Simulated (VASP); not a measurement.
# Mg (P6_3/mmc) in VASP: further runs

Runs on Mg. Level: r2SCAN. Tasks: single point, relaxation of cell and atoms.

Everything below comes from runs of VASP 6.6.1. Logs are shortened: lines on timing, memory, paths and dates and some standing lists are left out, and cuts for length are marked.

## (1) The cell of the first run

Symmetry: P6_3/mmc, No. 194, hexagonal system. Conventional cell: a = 3.143 Å, b = 3.143 Å, c = 5.320 Å, α = 90.00°, β = 90.00°, γ = 120.00°. Within 4.1 Å of Mg (site symmetry -6m2) lie 12 Mg at 3.14 to 3.22 Å.

## (2) Single point, r2SCAN

POSCAR

```
Mg
1.0
    3.1432073177      0.0000000000      0.0000000000
   -1.5716036588      2.7220973865      0.0000000000
    0.0000000000      0.0000000000      5.3200603260
Mg
2
Direct
    0.3333333333      0.6666666667      0.2500000000
    0.6666666667      0.3333333333      0.7500000000
```

INCAR.step1

```
  ALGO = Normal
  EDIFF = 1E-4
  ENCUT = 520
  GGA = PE
  ISMEAR = -1
  LASPH = T
  LCHARG = F
  LREAL = F
  LWAVE = T
  NBANDS = 9
  NELM = 100
  PREC = Accurate
  SIGMA = 0.1
```

INCAR.step2

```
  ALGO = Normal
  EDIFF = 1E-6
  ENCUT = 520
  ISIF = 2
  ISMEAR = -1
  ISTART = 1
  LASPH = T
  LCHARG = T
  LELF = T
  LMIXTAU = T
  LREAL = F
  LVHAR = T
  LWAVE = F
  METAGGA = R2SCAN
  NBANDS = 9
  NELM = 100
  PREC = Accurate
  SIGMA = 0.1
```

KPOINTS

```
k-points
0
Gamma
  7 7 4
```

Potentials or basis: VASP PAW PBE potentials, release 64 (Mg).

Launch:

```
> cat potpaw_PBE.64/Mg/POTCAR > POTCAR
> cp INCAR.step1 INCAR
> mpirun -np 1 vasp_std > vasp.out
> cp INCAR.step2 INCAR
> mpirun -np 1 vasp_std > vasp.out
```

OUTCAR:

```text
EDIFF = 1E-6
   ENCUT = 520
   ISIF = 2
   ISMEAR = -1
   ISTART = 1
   LASPH = T
   LREAL = F
   METAGGA = R2SCAN
   NELM = 100
   PREC = Accurate

 ion  position               nearest neighbor table
   1  0.333  0.667  0.250-   2 3.22   2 3.22   2 3.22   2 3.22   2 3.22   2 3.22
   2  0.667  0.333  0.750-   1 3.22   1 3.22   1 3.22   1 3.22   1 3.22   1 3.22

  LATTYP: Found a hexagonal cell.
 ALAT       =     3.1432073177
 C/A-ratio  =     1.6925578838

  Lattice vectors:

 A1 = (   3.1432073177,   0.0000000000,   0.0000000000)
 A2 = (  -1.5716036588,   2.7220973865,   0.0000000000)
 A3 = (   0.0000000000,   0.0000000000,   5.3200603260)

Analysis of symmetry for initial positions (statically):
=====================================================================
 Subroutine PRICEL returns:
 Original cell was already a primitive cell.

 Routine SETGRP: Setting up the symmetry group for a
 hexagonal supercell.

 Subroutine GETGRP returns: Found 24 space group operations
 (whereof 12 operations were pure point group operations)
 out of a pool of 24 trial point group operations.

The static configuration has the point symmetry D_3d.
 The point group associated with its full space group is D_6h.

Analysis of symmetry for dynamics (positions and initial velocities):
=====================================================================
 Subroutine PRICEL returns:
 Original cell was already a primitive cell.

 Routine SETGRP: Setting up the symmetry group for a
 hexagonal supercell.

 Subroutine GETGRP returns: Found 24 space group operations
 (whereof 12 operations were pure point group operations)
 out of a pool of 24 trial point group operations.

The dynamic configuration has the point symmetry D_3d.
 The point group associated with its full space group is D_6h.

 Subroutine INISYM returns: Found 24 space group operations
 (whereof 12 operations are pure point group operations),
 and found     1 'primitive' translations

----------------------------------------------------------------------------------------

                                     Primitive cell

  volume of cell :      45.5191

  direct lattice vectors                    reciprocal lattice vectors
     3.143207318  0.000000000  0.000000000     0.318146371  0.183681893  0.000000000
[... 85 lines left out ...]
   EDIFF  = 0.1E-05   stopping-criterion for ELM
   LREAL  =      F    real-space projection
   EDIFFG = 0.1E-04   stopping-criterion for IOM
   NSW    =      0    number of steps for IOM
   IBRION =     -1    ionic relax: 0-MD 1-quasi-New 2-CG
   NFREE  =      0    steps in history (QN), initial steepest desc. (CG)
   ISIF   =      2    stress and relaxation
   ISYM   =      2    0-nonsym 1-usesym 2-fastsym
   POTIM  = 0.5000    time-step for ionic-motion
   TEBEG  =    0.0;   TEEND  =   0.0 temperature during run
   PSTRESS=    0.0 pullay stress
   NELECT =       4.0000    total number of electrons
   NUPDOWN=      -1.0000    fix difference up-down
   EMIN   =  10.00;   EMAX   =-10.00  energy-range for DOS
   EFERMI =   0.00;   METHOD = LEGACY
   ISMEAR =    -1;   SIGMA  =   0.10  broadening in eV -4-tet -1-fermi 0-gaus
   EFERMI_NEDOS =   21; number of points for ismear=-14 and -15
   IALGO  =     38    algorithm
   IMIX   =      4    mixing-type and parameters
     AMIX     =   0.40;   BMIX     =  1.00
     AMIX_MAG =   1.60;   BMIX_MAG =  1.00
  volume/ion in A,a.u.               =      22.76       153.59
  Fermi-wavevector in a.u.,A,eV,Ry     =   0.727831  1.375401  7.207518  0.529738
  Thomas-Fermi vector in A             =   1.819152
   LORBIT       =      0    0 simple, 1 ext, 2 COOP (PROOUT), +10 PAW based schemes
   METAGGA = R2SCAN    functional components
   LHFCALC =     F    Hartree Fock is set to
   AEXX    =    0.0000 exact exchange contribution
   IVDW    =     0    specifies the selected vdW correction
   LEPSILON=     F    determine dielectric tensor
   LRPA    =     F    only Hartree local field effects (RPA)
 non-spin polarized calculation
  energy-cutoff  :      520.00
  volume of cell :       45.52
 maximum number of plane-waves:      1242
 NGX is ok and might be reduce to    24
   NGX = 11   NGY = 11   NGZ = 19

 number of electron       4.0000000 magnetization

 Free energy of the ion-electron system (eV)
  ---------------------------------------------------
  ext. energy  EPLUGINS =         0.00000000
  ---------------------------------------------------
  free energy    TOTEN  =        -8.33083401 eV

  energy without entropy =       -8.30611080  energy(sigma->0) =       -8.31847241

 E-fermi :   2.7542     XC(G=0):  -9.0701

 val. band max:        2.6967257781   @ k =   0.2857   0.0000   0.0000
 cond. band min:       2.8153070899   @ k =   0.4286   0.0000   0.2500
 fundamental gap:      0.1185813118
 Fermi energy:         2.7542197409

 k-point     1 :       0.0000    0.0000    0.0000
  band No.  band energies     occupation
      1      -4.7402      2.00000
      2       0.5405      2.00000
      3       1.0970      2.00000
      4      14.9162      0.00000
      5      14.9162      0.00000
      6      14.9484      0.00000
      7      15.2042      0.00000
      8      15.2043      0.00000
      9      17.1446      0.00000
[... 265 lines left out ...]
 k-point    24 :       0.2857    0.2857    0.5000
  band No.  band energies     occupation
      1       1.7120      1.99994
      2       1.7120      1.99994
      3       4.2563      0.00000
      4       4.2563      0.00000
      5       5.4745      0.00000
      6       5.4745      0.00000
      7      12.6584      0.00000
      8      12.6584      0.00000
      9      15.0339      0.00000

------------------------ aborting loop because EDIFF is reached ----------------------------------------

  FORCE on cell =-STRESS in cart. coord.  units (eV):
  Direction    XX          YY          ZZ          XY          YZ          ZX
  --------------------------------------------------------------------------------------
  -------------------------------------------------------------------------------------
  Total       -0.0804517     -0.0804517     -0.0682825     -0.0000000     -0.0000000      0.0000000
  in kB       -2.8317335     -2.8317335     -2.4034043     -0.0000000     -0.0000000      0.0000000
  external PRESSURE =      -2.6889571 kB  Pullay stress =       0.0000000 kB

 VOLUME and BASIS-vectors are now :
 -----------------------------------------------------------------------------
  energy-cutoff  :      520.00
  volume of cell :       45.52
      direct lattice vectors                 reciprocal lattice vectors
     3.143207318  0.000000000  0.000000000     0.318146371  0.183681893  0.000000000
    -1.571603659  2.722097387  0.000000000     0.000000000  0.367363785  0.000000000
     0.000000000  0.000000000  5.320060326     0.000000000  0.000000000  0.187967793

 POSITION                                       TOTAL-FORCE (eV/Angst)
 -----------------------------------------------------------------------------------
     -0.00000      1.81473      1.33002         0.000000     -0.000000      0.000000
      1.57160      0.90737      3.99005        -0.000000      0.000000      0.000000
 -----------------------------------------------------------------------------------
    total drift:                                0.000000     -0.000000      0.000000

  FREE ENERGIE OF THE ION-ELECTRON SYSTEM (eV)
  ---------------------------------------------------
  free  energy   TOTEN  =        -8.3308340067 eV

  energy  without entropy=       -8.3061108049  energy(sigma->0) =       -8.31847241
```

OUTCAR.step1:

```text
EDIFF = 1E-4
   ENCUT = 520
   GGA = PE
   ISMEAR = -1
   LASPH = T
   LREAL = F
[... 507 lines left out ...]
 -----------------------------------------------------------------------------------
     -0.00000      1.81473      1.33002         0.000000     -0.000000      0.000000
      1.57160      0.90737      3.99005        -0.000000      0.000000      0.000000
 -----------------------------------------------------------------------------------
    total drift:                                0.000000     -0.000000      0.000000

  FREE ENERGIE OF THE ION-ELECTRON SYSTEM (eV)
  ---------------------------------------------------
  free  energy   TOTEN  =        -3.0576504643 eV

  energy  without entropy=       -3.0344918765  energy(sigma->0) =       -3.04607117
```

OSZICAR.step1:

```text
N       E                     dE             d eps       ncg     rms          rms(c)
DAV:   1    -0.271779986773E+00   -0.27178E+00   -0.13407E+03   432   0.320E+02
DAV:   2    -0.302405822892E+01   -0.27523E+01   -0.25001E+01   579   0.263E+01
DAV:   3    -0.307079023814E+01   -0.46732E-01   -0.46538E-01   575   0.291E+00
DAV:   4    -0.307098349845E+01   -0.19326E-03   -0.19326E-03   566   0.168E-01
DAV:   5    -0.307098419018E+01   -0.69173E-06   -0.69173E-06   526   0.990E-03    0.929E-01
DAV:   6    -0.306483490683E+01    0.61493E-02   -0.62983E-04   467   0.187E-01    0.595E-01
DAV:   7    -0.305764034771E+01    0.71946E-02   -0.24217E-03   445   0.324E-01    0.327E-02
DAV:   8    -0.305765046431E+01   -0.10117E-04   -0.18107E-05   372   0.249E-02
   1 F= -.30576505E+01 E0= -.30460712E+01  d E =-.231586E-01
```

Wall time 20 s (1 thread of Intel Xeon Platinum 8375C at 2.90GHz (Ice Lake), shared host); peak memory 0.16 GiB.

What came out:

```
Free energy            : -8.3308 eV
Pressure               : -0.3 GPa
Band gap on the k mesh : zero (band 2 reaches 3.42 eV, above the bottom of band 3 at 1.10 eV)
```

Caveat: the PAW data sets were made with another functional, which shifts forces and pressure a little.

## (3) Relaxation of cell and atoms, r2SCAN

This run uses another cell than the first one, of 23.24 Å³/atom, 1.021 times its volume.

POSCAR

```
Mg
1.0
    3.2093000000      0.0000000000      0.0000000000
   -1.6046500000      2.7793353284      0.0000000000
    0.0000000000      0.0000000000      5.2103000000
Mg
2
Direct
    0.3333333333      0.6666666667      0.2500000000
    0.6666666667      0.3333333333      0.7500000000
```

INCAR.step1

```
  PREC = Accurate
  ENCUT = 600
  ISMEAR = -1
  SIGMA = 0.1
  LREAL = False
  LASPH = True
  NELM = 80
  GGA = PE
  ALGO = Normal
  EDIFF = 1E-4
  LWAVE = True
  LCHARG = False
```

INCAR.step2

```
  PREC = Accurate
  ENCUT = 600
  EDIFF = 1E-6
  ISMEAR = -1
  SIGMA = 0.1
  LREAL = False
  LASPH = True
  NELM = 80
  ALGO = Normal
  ISIF = 3
  LWAVE = False
  LCHARG = False
  METAGGA = R2SCAN
  LMIXTAU = True
  IBRION = 2
  NSW = 80
  EDIFFG = -0.01
  ISTART = 1
```

KPOINTS

```
regular mesh
0
Gamma
  7 7 4
```

Potentials or basis: VASP PAW PBE potentials, release 64 (Mg).

Launch:

```
> cat potpaw_PBE.64/Mg/POTCAR > POTCAR
> cp INCAR.step1 INCAR
> mpirun -np 1 vasp_std > vasp.out
> cp INCAR.step2 INCAR
> mpirun -np 1 vasp_std > vasp.out
```

OUTCAR:

```text
PREC = Accurate
   ENCUT = 600
   EDIFF = 1E-6
   ISMEAR = -1
   LREAL = False
   LASPH = True
   NELM = 80
   ISIF = 3
   METAGGA = R2SCAN
   IBRION = 2
   NSW = 80
   EDIFFG = -0.01
   ISTART = 1

 ion  position               nearest neighbor table
   1  0.333  0.667  0.250-   2 3.20   2 3.20   2 3.20   2 3.20   2 3.20   2 3.20
   2  0.667  0.333  0.750-   1 3.20   1 3.20   1 3.20   1 3.20   1 3.20   1 3.20

  LATTYP: Found a hexagonal cell.
 ALAT       =     3.2093000000
 C/A-ratio  =     1.6235004518

  Lattice vectors:

 A1 = (   3.2093000000,   0.0000000000,   0.0000000000)
 A2 = (  -1.6046500000,   2.7793353284,   0.0000000000)
 A3 = (   0.0000000000,   0.0000000000,   5.2103000000)

Analysis of symmetry for initial positions (statically):
=====================================================================
 Subroutine PRICEL returns:
 Original cell was already a primitive cell.

 Routine SETGRP: Setting up the symmetry group for a
 hexagonal supercell.

 Subroutine GETGRP returns: Found 24 space group operations
 (whereof 12 operations were pure point group operations)
 out of a pool of 24 trial point group operations.

[... 151 lines left out ...]
 NGX is ok and might be reduce to    28
   NGX = 13   NGY = 13   NGZ = 21

--------------------------------------- Ionic step        1  -------------------------------------------

 number of electron       4.0000000 magnetization

 Free energy of the ion-electron system (eV)
  ---------------------------------------------------
  ext. energy  EPLUGINS =         0.00000000
  ---------------------------------------------------
  free energy    TOTEN  =        -8.31584874 eV

  energy without entropy =       -8.28831638  energy(sigma->0) =       -8.30208256

------------------------ aborting loop because EDIFF is reached ----------------------------------------

  FORCE on cell =-STRESS in cart. coord.  units (eV):
  Direction    XX          YY          ZZ          XY          YZ          ZX
  --------------------------------------------------------------------------------------
  -------------------------------------------------------------------------------------
  Total       -0.5726345     -0.5726345      0.1878891      0.0000000     -0.0000000      0.0000000
  in kB      -19.7412240    -19.7412240      6.4773619      0.0000000     -0.0000000      0.0000000
  external PRESSURE =     -11.0016953 kB  Pullay stress =       0.0000000 kB
[... 203 lines left out ...]
--------------------------------------- Ionic step        7  -------------------------------------------

 number of electron       4.0000000 magnetization

 Free energy of the ion-electron system (eV)
  ---------------------------------------------------
  ext. energy  EPLUGINS =         0.00000000
  ---------------------------------------------------
  free energy    TOTEN  =        -8.33138762 eV

  energy without entropy =       -8.30659129  energy(sigma->0) =       -8.31898945

 E-fermi :   2.7943     XC(G=0):  -9.0936

 val. band max:        2.7357011149   @ k =   0.2857   0.0000   0.0000
 cond. band min:       2.8564206772   @ k =   0.4286   0.0000   0.2500
 fundamental gap:      0.1207195623
 Fermi energy:         2.7943249856

 k-point     1 :       0.0000    0.0000    0.0000
  band No.  band energies     occupation
      1      -4.7348      2.00000
      2       0.5620      2.00000
      3       1.1305      2.00000
      4      15.0026      0.00000
      5      15.0026      0.00000
      6      15.3065      0.00000
[... 234 lines left out ...]
  FREE ENERGIE OF THE ION-ELECTRON SYSTEM (eV)
  ---------------------------------------------------
  free  energy   TOTEN  =        -8.3313876156 eV

  energy  without entropy=       -8.3065912915  energy(sigma->0) =       -8.31898945

 reached required accuracy - stopping structural energy minimisation
```

OUTCAR.step1:

```text
PREC = Accurate
   ENCUT = 600
   ISMEAR = -1
   LREAL = False
   LASPH = True
[... 437 lines left out ...]
     -0.00000      1.85289      1.30258         0.000000     -0.000000      0.000000
      1.60465      0.92645      3.90773         0.000000      0.000000      0.000000
 -----------------------------------------------------------------------------------
    total drift:                                0.000000     -0.000000      0.000000

  FREE ENERGIE OF THE ION-ELECTRON SYSTEM (eV)
  ---------------------------------------------------
  free  energy   TOTEN  =        -3.0463515185 eV

  energy  without entropy=       -3.0205087293  energy(sigma->0) =       -3.03343012
```

OSZICAR.step1:

```text
N       E                     dE             d eps       ncg     rms          rms(c)
DAV:   1     0.703458104008E+00    0.70346E+00   -0.12906E+03   288   0.514E+02
DAV:   2    -0.303841197696E+01   -0.37419E+01   -0.34338E+01   408   0.306E+01
DAV:   3    -0.306000455112E+01   -0.21593E-01   -0.21534E-01   402   0.354E+00
DAV:   4    -0.306005917874E+01   -0.54628E-04   -0.54627E-04   402   0.154E-01
DAV:   5    -0.306005949195E+01   -0.31321E-06   -0.31327E-06   396   0.941E-03    0.934E-01
DAV:   6    -0.305377062633E+01    0.62889E-02   -0.67879E-04   384   0.298E-01    0.598E-01
DAV:   7    -0.304634019471E+01    0.74304E-02   -0.26980E-03   342   0.520E-01    0.333E-02
DAV:   8    -0.304635151852E+01   -0.11324E-04   -0.14401E-05   300   0.341E-02
   1 F= -.30463515E+01 E0= -.30334301E+01  d E =-.258428E-01
```

Run time: 1.8 min. Hardware: 1 thread of Intel Xeon Platinum 8375C at 2.90GHz (Ice Lake), shared host; peak memory 0.19 GiB.

What came out:

| Property | Result |
| --- | --- |
| Free energy | -8.3314 eV |
| Relaxed volume | 22.60 Å³/atom |
| Relaxed cell | a = 3.135 Å, b = 3.135 Å, c = 5.309 Å, α = 90.00°, β = 90.00°, γ = 120.00° |
| Space group after relaxing (to 0.05 Å) | P6_3/mmc (No. 194) |
| Energy gained by relaxing | 7.8 meV/atom |
| Ionic steps | 7 |
| Pressure after relaxing | 0.0 GPa |
| Band gap on the k mesh | zero (band 2 reaches 3.46 eV, above the bottom of band 3 at 1.13 eV) |

Step by step:
| step | energy change (eV) | largest force (eV/Å) | pressure (GPa) | volume (Å³) |
| --- | --- | --- | --- | --- |
| 1 | 0.0000 | 0.0000 | -1.10 | 46.47 |
| 2 | -0.0120 | 0.0000 | -0.22 | 45.40 |
| 3 | -0.0141 | 0.0000 | 0.33 | 44.81 |
| 4 | -0.0142 | 0.0000 | 0.40 | 44.74 |
| 5 | -0.0154 | 0.0000 | 0.15 | 45.03 |
| 6 | -0.0155 | 0.0000 | -0.02 | 45.23 |
| 7 | -0.0155 | 0.0000 | 0.02 | 45.19 |

Final structure:
```
Mg
1.0
     3.13533    0.00000    0.00000
    -1.56766    2.71527    0.00000
     0.00000    0.00000    5.30870
Mg
2
Direct
  0.33333 0.66667 0.25000
  0.66667 0.33333 0.75000
```

Levels at points of the mesh, in eV from the Fermi level:
```tsv
k point	band 1	band 2	band 3	band 4	band 5
(0.00, 0.00, 0.00)	-7.53	-2.23	-1.66	12.21	12.21
(0.00, 0.00, 0.50)	-6.11	-6.11	4.70	4.70	12.93
```

Caveat: the PAW data sets were made with another functional, which shifts forces and pressure a little.
